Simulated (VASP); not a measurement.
# Si6O11 (a cell with a defect) in VASP: a series of runs

The runs below take Si6O11 (a cell with a defect) through single point, with PBE.

All numbers are computed with VASP 6.6.1; they aren't measurements. Logs are shortened: lines on timing, memory, paths and dates and some standing lists are left out, and cuts for length are marked.

## (1) The cell of the first run

The cell holds a defect, 17 atoms: a = 5.021 Å, b = 5.509 Å, c = 8.696 Å, α = 90.00°, β = 90.00°, γ = 90.00°.

## (2) Single point, PBE

The input, INCAR:

```
SYSTEM = Si6O11
  ALGO = Normal
  EDIFF = 1E-6
  ENCUT = 520
  GGA = PE
  ISIF = 2
  ISMEAR = 0
  LASPH = .TRUE.
  LCHARG = .FALSE.
  LREAL = Auto
  LWAVE = .FALSE.
  NBANDS = 59
  NELECT = 88.0
  NELM = 100
  PREC = Accurate
  SIGMA = 0.05
```

The input, KPOINTS:

```
k-points
0
G
  4 4 2
  0 0 0
```

The input, POSCAR:

```
Si6O11
1.0
   -2.5103274377      4.3480146658      0.0000000000
    0.0000000000      0.0000000000      5.5092660079
    7.5309823132      4.3480146658      0.0000000000
Si O
6 11
Direct
    0.7617495765      0.3333333333      0.2382504235
    0.2617495765      0.3333333333      0.7382504235
    0.9765008470      0.6666666667      0.5000000000
    0.4765008470      0.6666666667      0.0000000000
    0.2617495765      0.0000000000      0.2617495765
    0.7617495765      0.0000000000      0.7617495765
    0.0486521033      0.2055717715      0.2072260374
    0.5486521033      0.2055717715      0.7072260374
    0.7865130045      0.5389051049      0.3720609296
    0.2865130045      0.5389051049      0.8720609296
    0.6648348922      0.8722384382      0.9207130329
    0.2865130045      0.7944282285      0.1279390704
    0.7865130045      0.7944282285      0.6279390704
    0.6648348922      0.4610948951      0.0792869671
    0.1648348922      0.4610948951      0.5792869671
    0.4328095576      0.1479322421      0.2826746101
    0.0486521033      0.1277615618      0.7927739626
```

Potentials or basis: VASP PAW PBE potentials, release 64 (Si, O).

The run is started by

```sh
$ cat potpaw_PBE.64/Si/POTCAR potpaw_PBE.64/O/POTCAR > POTCAR
$ mpirun -np 1 vasp_std > vasp.out
```

OUTCAR:

```text
SYSTEM = Si6O11
   EDIFF = 1E-6
   ENCUT = 520
   GGA = PE
   ISIF = 2
   ISMEAR = 0
   LASPH = .TRUE.
   LREAL = Auto
   NELECT = 88.0
   NELM = 100
   PREC = Accurate

 ion  position               nearest neighbor table
   1  0.762  0.333  0.238-  14 1.63   7 1.63   9 1.63  16 1.98   5 3.12   5 3.12   3 3.12   4 3.12

   2  0.262  0.333  0.738-  15 1.63   8 1.63  17 1.63  10 1.63   6 3.12   6 3.12   4 3.12   3 3.12

   3  0.977  0.667  0.500-  13 1.63   9 1.63  15 1.63   5 3.12   6 3.12   1 3.12   2 3.12
   4  0.477  0.667  0.000-  12 1.63  10 1.63  11 1.63  14 1.63   6 3.12   5 3.12   2 3.12   1 3.12

   5  0.262  0.000  0.262-  16 1.20  12 1.63   7 1.63   3 3.12   4 3.12   1 3.12   1 3.12
   6  0.762  0.000  0.762-  11 1.63  17 1.63  13 1.63   8 1.63   4 3.12   3 3.12   2 3.12   2 3.12

   7  0.049  0.206  0.207-   1 1.63   5 1.63
   8  0.549  0.206  0.707-   2 1.63   6 1.63
   9  0.787  0.539  0.372-   3 1.63   1 1.63
  10  0.287  0.539  0.872-   4 1.63   2 1.63
  11  0.665  0.872  0.921-   6 1.63   4 1.63
  12  0.287  0.794  0.128-   4 1.63   5 1.63
  13  0.787  0.794  0.628-   3 1.63   6 1.63
  14  0.665  0.461  0.079-   1 1.63   4 1.63
  15  0.165  0.461  0.579-   2 1.63   3 1.63
  16  0.433  0.148  0.283-   5 1.20   1 1.98
  17  0.049  0.128  0.793-   6 1.63   2 1.63

 -----------------------------------------------------------------------------
|                                                                             |
|           W    W    AA    RRRRR   N    N  II  N    N   GGGG   !!!           |
|           W    W   A  A   R    R  NN   N  II  NN   N  G    G  !!!           |
|           W    W  A    A  R    R  N N  N  II  N N  N  G       !!!           |
|           W WW W  AAAAAA  RRRRR   N  N N  II  N  N N  G  GGG   !            |
|           WW  WW  A    A  R   R   N   NN  II  N   NN  G    G                |
|           W    W  A    A  R    R  N    N  II  N    N   GGGG   !!!           |
|                                                                             |
|     The distance between some ions is very small. Please check the          |
|     nearest-neighbor list in the OUTCAR file.                               |
|     I HOPE YOU KNOW WHAT YOU ARE DOING!                                     |
|                                                                             |
 -----------------------------------------------------------------------------

  LATTYP: Found a simple orthorhombic cell.
 ALAT       =     5.0206548755
 B/A-ratio  =     1.0973201992
 C/A-ratio  =     1.7320508076

  Lattice vectors:

 A1 = (  -2.5103274377,   4.3480146658,   0.0000000000)
 A2 = (   0.0000000000,   0.0000000000,   5.5092660079)
 A3 = (   7.5309823132,   4.3480146658,   0.0000000000)

Analysis of symmetry for initial positions (statically):
=====================================================================
 Subroutine PRICEL returns:
 Original cell was already a primitive cell.

 Routine SETGRP: Setting up the symmetry group for a
 simple orthorhombic supercell.

 Subroutine GETGRP returns: Found  1 space group operations
 (whereof  1 operations were pure point group operations)
 out of a pool of  8 trial point group operations.

The static configuration has the point symmetry C_1 .

Analysis of symmetry for dynamics (positions and initial velocities):
=====================================================================
 Subroutine PRICEL returns:
 Original cell was already a primitive cell.

 Routine SETGRP: Setting up the symmetry group for a
 simple orthorhombic supercell.

 Subroutine GETGRP returns: Found  1 space group operations
 (whereof  1 operations were pure point group operations)
 out of a pool of  8 trial point group operations.

The dynamic configuration has the point symmetry C_1 .

 Subroutine INISYM returns: Found  1 space group operations
 (whereof  1 operations are pure point group operations),
 and found     1 'primitive' translations

----------------------------------------------------------------------------------------

                                     Primitive cell

  volume of cell :     240.5332

  direct lattice vectors                    reciprocal lattice vectors
    -2.510327438  4.348014666  0.000000000    -0.099588602  0.172492518  0.000000000
     0.000000000  0.000000000  5.509266008     0.000000000  0.000000000  0.181512383
     7.530982313  4.348014666  0.000000000     0.099588602  0.057497506  0.000000000

  length of vectors
     5.020654875  5.509266008  8.696029332     0.199177204  0.181512383  0.114995012

  position of ions in fractional coordinates (direct lattice)
     0.761749577  0.333333333  0.238250423
     0.261749577  0.333333333  0.738250423
     0.976500847  0.666666667  0.500000000
     0.476500847  0.666666667  0.000000000
     0.261749577  0.000000000  0.261749577
     0.761749577  0.000000000  0.761749577
[... 9 lines left out ...]
     0.432809558  0.147932242  0.282674610
     0.048652103  0.127761562  0.792773963

  ion indices of the primitive-cell ions
   primitive index   ion index
                 1           1
                 2           2
                 3           3
                 4           4
                 5           5
                 6           6
[... 9 lines left out ...]
                16          16
                17          17

----------------------------------------------------------------------------------------

 KPOINTS: k-points

Automatic generation of k-mesh.
 Grid dimensions read from file:
 generate k-points for:    4    4    2

 Generating k-lattice:

  Cartesian coordinates                     Fractional coordinates (reciprocal lattice)
    -0.024897150  0.043123130  0.000000000     0.250000000  0.000000000  0.000000000
     0.000000000  0.000000000  0.045378096     0.000000000  0.250000000  0.000000000
     0.049794301  0.028748753  0.000000000     0.000000000  0.000000000  0.500000000

  Length of vectors
     0.049794301  0.045378096  0.057497506

  Shift w.r.t. Gamma in fractional coordinates (k-lattice)
     0.000000000  0.000000000  0.000000000

 Subroutine IBZKPT returns following result:
 ===========================================

 Found     20 irreducible k-points:

 Following reciprocal coordinates:
            Coordinates               Weight
  0.000000  0.000000  0.000000      1.000000
  0.250000  0.000000  0.000000      2.000000
  0.500000  0.000000  0.000000      1.000000
  0.000000  0.250000  0.000000      2.000000
  0.250000  0.250000  0.000000      2.000000
  0.250000 -0.250000  0.000000      2.000000
[... 12 lines left out ...]
  0.250000  0.500000  0.500000      2.000000
  0.500000  0.500000  0.500000      1.000000
   k-points           NKPTS =     20   k-points in BZ     NKDIM =     20   number of bands    NBANDS=     59
   number of dos      NEDOS =    301   number of ions     NIONS =     17
   total plane-waves  NPLWV = 117600
   dimension x,y,z NGX =    40 NGY =   42 NGZ =   70
   dimension x,y,z NGXF=    80 NGYF=   84 NGZF=  140
   ions per type =               6  11
   NGX,Y,Z   is equivalent  to a cutoff of  13.24, 12.67, 13.38 a.u.
   NGXF,Y,Z  is equivalent  to a cutoff of  26.49, 25.35, 26.76 a.u.
 SYSTEM =  Si6O11
   PREC   = accura    normal or accurate (medium, high low for compatibility)
   ISTART =      0    job   : 0-new  1-cont  2-samecut
   ICHARG =      2    charge: 1-file 2-atom 10-const
   ISPIN  =      1    spin polarized calculation?
   LNONCOLLINEAR =      F non collinear calculations
   LSORBIT =      F    spin-orbit coupling
   LASPH  =      T    aspherical Exc in radial PAW
   ENCUT  =  520.0 eV  38.22 Ry    6.18 a.u.   9.34 10.24 16.17*2*pi/ulx,y,z
   NELM   =    100;   NELMIN=  2; NELMDL= -5     # of ELM steps
   EDIFF  = 0.1E-05   stopping-criterion for ELM
   LREAL  =      T    real-space projection
   EDIFFG = 0.1E-04   stopping-criterion for IOM
   NSW    =      0    number of steps for IOM
   IBRION =     -1    ionic relax: 0-MD 1-quasi-New 2-CG
   NFREE  =      0    steps in history (QN), initial steepest desc. (CG)
   ISIF   =      2    stress and relaxation
   ISYM   =      2    0-nonsym 1-usesym 2-fastsym
   POTIM  = 0.5000    time-step for ionic-motion
   TEBEG  =    0.0;   TEEND  =   0.0 temperature during run
   PSTRESS=    0.0 pullay stress
   NELECT =      88.0000    total number of electrons
   NUPDOWN=      -1.0000    fix difference up-down
   EMIN   =  10.00;   EMAX   =-10.00  energy-range for DOS
   EFERMI =   0.00;   METHOD = LEGACY
   ISMEAR =     0;   SIGMA  =   0.05  broadening in eV -4-tet -1-fermi 0-gaus
   EFERMI_NEDOS =   21; number of points for ismear=-14 and -15
   IALGO  =     38    algorithm
   IMIX   =      4    mixing-type and parameters
     AMIX     =   0.40;   BMIX     =  1.00
     AMIX_MAG =   1.60;   BMIX_MAG =  1.00
  volume/ion in A,a.u.               =      14.15        95.48
  Fermi-wavevector in a.u.,A,eV,Ry     =   1.170875  2.212634 18.652897  1.370949
  Thomas-Fermi vector in A             =   2.307327
   LORBIT       =      0    0 simple, 1 ext, 2 COOP (PROOUT), +10 PAW based schemes
   GGA     = PE    functional components
   LHFCALC =     F    Hartree Fock is set to
   AEXX    =    0.0000 exact exchange contribution
   IVDW    =     0    specifies the selected vdW correction
   LEPSILON=     F    determine dielectric tensor
   LRPA    =     F    only Hartree local field effects (RPA)
 non-spin polarized calculation
 Gauss-broadening in eV      SIGMA  =   0.05
  energy-cutoff  :      520.00
  volume of cell :      240.53
 maximum number of plane-waves:      6512
 NGX is ok and might be reduce to    40
   NGX = 19   NGY = 21   NGZ = 33

 number of electron      87.9999995 magnetization

 Free energy of the ion-electron system (eV)
  ---------------------------------------------------
  ext. energy  EPLUGINS =         0.00000000
  ---------------------------------------------------
  free energy    TOTEN  =      -125.65371342 eV

  energy without entropy =     -125.64556396  energy(sigma->0) =     -125.64963869

 E-fermi :   0.6634     XC(G=0):  -8.5336

 val. band max:        0.6407438691   @ k =   0.0000   0.2500   0.5000
 cond. band min:       0.7017260104   @ k =   0.0000   0.2500   0.0000
 fundamental gap:      0.0609821413
 Fermi energy:         0.6633508936

 k-point     1 :       0.0000    0.0000    0.0000
  band No.  band energies     occupation
      1     -19.6482      2.00000
      2     -18.7703      2.00000
      3     -18.1957      2.00000
      4     -17.8229      2.00000
      5     -17.6954      2.00000
      6     -17.3023      2.00000
[... 48 lines left out ...]
     55      10.1267      0.00000
     56      10.5531      0.00000

 k-point     2 :       0.2500    0.0000    0.0000
  band No.  band energies     occupation
      1     -19.5832      2.00000
      2     -18.7502      2.00000
      3     -18.1985      2.00000
      4     -17.9111      2.00000
      5     -17.6757      2.00000
      6     -17.3629      2.00000
[... 48 lines left out ...]
     55      10.2806      0.00000
     56      10.6753      0.00000

 k-point     3 :       0.5000    0.0000    0.0000
  band No.  band energies     occupation
      1     -19.5073      2.00000
      2     -18.7480      2.00000
      3     -18.1553      2.00000
      4     -18.0367      2.00000
      5     -17.6587      2.00000
      6     -17.4114      2.00000
[... 936 lines left out ...]
 k-point    19 :       0.2500    0.5000    0.5000
  band No.  band energies     occupation
      1     -19.5578      2.00000
      2     -18.6947      2.00000
      3     -18.2104      2.00000
      4     -18.0342      2.00000
      5     -17.7079      2.00000
      6     -17.3348      2.00000
[... 48 lines left out ...]
     55      10.2584      0.00000
     56      10.5210      0.00000

 k-point    20 :       0.5000    0.5000    0.5000
  band No.  band energies     occupation
      1     -19.4955      2.00000
      2     -18.7223      2.00000
      3     -18.2048      2.00000
      4     -17.9501      2.00000
      5     -17.7211      2.00000
      6     -17.3910      2.00000
[... 48 lines left out ...]
     55      10.4574      0.00000
     56      10.6422      0.00000
 [bands above 56 left out]

------------------------ aborting loop because EDIFF is reached ----------------------------------------

  FORCE on cell =-STRESS in cart. coord.  units (eV):
  Direction    XX          YY          ZZ          XY          YZ          ZX
  --------------------------------------------------------------------------------------
  -------------------------------------------------------------------------------------
  Total      -18.1845761     14.8307887      6.3417896     -7.2338335     22.0567409     -3.1368085
  in kB     -121.1263572     98.7869833     42.2422757    -48.1841260    146.9186124    -20.8940910
  external PRESSURE =       6.6343006 kB  Pullay stress =       0.0000000 kB

 VOLUME and BASIS-vectors are now :
 -----------------------------------------------------------------------------
  energy-cutoff  :      520.00
  volume of cell :      240.53
      direct lattice vectors                 reciprocal lattice vectors
    -2.510327438  4.348014666  0.000000000    -0.099588602  0.172492518  0.000000000
     0.000000000  0.000000000  5.509266008     0.000000000  0.000000000  0.181512383
     7.530982313  4.348014666  0.000000000     0.099588602  0.057497506  0.000000000

 POSITION                                       TOTAL-FORCE (eV/Angst)
 -----------------------------------------------------------------------------------
     -0.11798      4.34801      1.83642        -0.352551     -2.323741     -0.160743
      4.90267      4.34801      1.83642         1.106062      1.361070     -0.166115
      1.31415      6.41985      3.67284         2.565345     -0.291133     -2.717931
     -1.19617      2.07183      3.67284        -0.882898     -0.324445     -0.681468
      1.31415      2.27618      0.00000         6.396671    -31.376221    -27.784106
      3.82448      6.62420      0.00000         1.193422      0.489546      1.237450
[... 9 lines left out ...]
      1.04232      3.11094      0.81500       -11.549897     37.324312     29.632785
      5.84823      3.65853      0.70387        -0.391144     -0.199656      0.031348
 -----------------------------------------------------------------------------------
    total drift:                                0.004211     -0.009489     -0.003751

  FREE ENERGIE OF THE ION-ELECTRON SYSTEM (eV)
  ---------------------------------------------------
  free  energy   TOTEN  =      -125.6537134222 eV

  energy  without entropy=     -125.6455639597  energy(sigma->0) =     -125.64963869
```

Wall time 9.4 min (1 thread of Intel Xeon Platinum 8375C at 2.90GHz (Ice Lake), shared host); peak memory 0.41 GiB.

What came out:

- Free energy: -125.6537 eV
- Largest force: 49.037 eV/Å

Forces on the atoms (eV/Å):
```
Si   -0.353  -2.324  -0.161
Si    1.106   1.361  -0.166
Si    2.565  -0.291  -2.718
Si   -0.883  -0.324  -0.681
Si    6.397 -31.376 -27.784
Si    1.193   0.490   1.237
O     2.683  -4.268  -0.513
O    -0.344  -0.185  -0.128
O     0.175   0.368   0.751
O    -0.068  -0.046   0.116
O     0.020  -0.019  -0.146
O     1.950   0.042   0.096
O    -1.833  -0.110  -0.118
O     0.672   0.671  -0.668
O    -1.339  -1.113   1.218
O   -11.550  37.324  29.633
O    -0.391  -0.200   0.031
```

Levels at points of the mesh, in eV from the Fermi level:
| k point | band 41 | band 42 | band 43 | band 44 | band 45 | band 46 | band 47 | band 48 |
| --- | --- | --- | --- | --- | --- | --- | --- | --- |
| (0.00, 0.00, 0.00) | -0.72 | -0.59 | -0.30 | -0.07 | -0.03 | 4.29 | 5.44 | 6.52 |
| (0.50, 0.00, 0.00) | -0.75 | -0.58 | -0.19 | -0.07 | 0.13 | 4.12 | 5.62 | 6.84 |
| (0.00, 0.50, 0.00) | -0.52 | -0.46 | -0.31 | -0.05 | 0.11 | 4.10 | 5.73 | 6.67 |
| (0.50, 0.50, 0.00) | -0.93 | -0.61 | -0.51 | -0.38 | 0.20 | 4.30 | 6.04 | 6.33 |
| (0.00, 0.00, 0.50) | -0.67 | -0.65 | -0.28 | -0.07 | 0.10 | 4.13 | 5.50 | 6.53 |
| (0.50, 0.00, 0.50) | -0.75 | -0.58 | -0.20 | -0.07 | 0.08 | 4.16 | 5.62 | 6.80 |
| (0.00, 0.50, 0.50) | -0.57 | -0.46 | -0.35 | -0.05 | 0.16 | 4.08 | 5.74 | 6.69 |
| (0.50, 0.50, 0.50) | -0.85 | -0.57 | -0.53 | -0.32 | 0.13 | 4.29 | 6.05 | 6.36 |

Caveat: the k points lie up to 0.36 Å⁻¹ apart; the cell carries a net charge on a neutralising background, which shifts energy and pressure; the cell differs from its parent crystal (atoms taken out, atom 16 moved 0.125 of the way to it and -0.500 Å across, host rigid); the cell is charged against a uniform background, so pressure and absolute levels hang on convention; atoms lie so close that the PAW spheres overlap strongly, which falsifies energies and pressures.

## (3) Single point, PBE

The input, INCAR:

```
ALGO = Normal
EDIFF = 1E-6
ENCUT = 520
GGA = PE
ISIF = 2
ISMEAR = 0
LASPH = True
LCHARG = True
LELF = True
LREAL = Auto
LVHAR = True
LWAVE = False
NBANDS = 59
NELECT = 88.0
NELM = 80
PREC = Accurate
SIGMA = 0.05
```

The input, KPOINTS:

```
k-points
0
Gamma
  4 4 2
```

Edit POSCAR of step 2 so:

```diff
@@ -23,3 +23,3 @@
     0.1648348922      0.4610948951      0.5792869671
-    0.4328095576      0.1479322421      0.2826746101
+    0.6305619518      0.1336464169      0.2898274469
     0.0486521033      0.1277615618      0.7927739626
```

Potentials or basis: VASP PAW PBE potentials, release 64 (Si, O).

The run is started by

```sh
$ cat potpaw_PBE.64/Si/POTCAR potpaw_PBE.64/O/POTCAR > POTCAR
$ mpirun -np 1 vasp_std > vasp.out
```

Run time: 11 min. Hardware: 1 thread of Intel Xeon Platinum 8375C at 2.90GHz (Ice Lake), shared host; peak memory 0.42 GiB.

It converged, with:

```
Free energy   : -130.1486 eV
Largest force : 22.045 eV/Å
```

Forces in eV/Å, atoms in the order of the input:
```
Si   -9.207   3.227  13.652
Si    0.821   1.007  -0.175
Si    2.163  -0.771  -2.251
Si   -1.350   0.303  -0.899
Si   -3.266   1.167   1.565
Si    0.797   0.364   0.950
O    -1.326   3.155  -0.882
O    -0.199  -0.175  -0.105
O     0.101   1.163   1.889
O     0.083  -0.006   0.202
O     0.120  -0.081  -0.087
O     2.044   0.404   1.023
O    -1.572   0.055  -0.035
O     0.200   0.130   0.074
O    -1.229  -0.826   1.085
O    12.126  -9.020 -16.049
O    -0.307  -0.096   0.043
```

Levels at points of the mesh, in eV from the Fermi level:
```
           k point  band 40  band 41  band 42  band 43  band 44  band 45  band 46  band 47  band 48  band 49
(0.00, 0.00, 0.00)    -0.94    -0.84    -0.55    -0.23    -0.05     0.07     3.37     6.15     6.56     6.96
(0.50, 0.00, 0.00)    -0.97    -0.63    -0.60    -0.19    -0.06     0.02     3.32     6.37     6.78     7.74
(0.00, 0.50, 0.00)    -0.86    -0.80    -0.41    -0.20    -0.06     0.11     3.25     6.23     6.50     7.72
(0.50, 0.50, 0.00)    -0.86    -0.86    -0.58    -0.55    -0.34     0.13     3.38     6.59     6.76     7.76
(0.00, 0.00, 0.50)    -0.86    -0.83    -0.62    -0.20    -0.07     0.19     3.31     6.02     6.80     6.99
(0.50, 0.00, 0.50)    -0.98    -0.65    -0.57    -0.20    -0.05    -0.01     3.33     6.37     6.87     7.66
(0.00, 0.50, 0.50)    -0.80    -0.66    -0.50    -0.31    -0.04     0.14     3.25     6.24     6.54     7.62
(0.50, 0.50, 0.50)    -0.90    -0.73    -0.60    -0.51    -0.25     0.04     3.36     6.63     6.81     7.75
```

Caveat: the cell carries a net charge on a neutralising background, which shifts energy and pressure; the cell differs from its parent crystal (atoms taken out, atom 16 moved -0.125 of the way to it and +0.250 Å across, host rigid); the cell is charged against a uniform background, so pressure and absolute levels hang on convention.
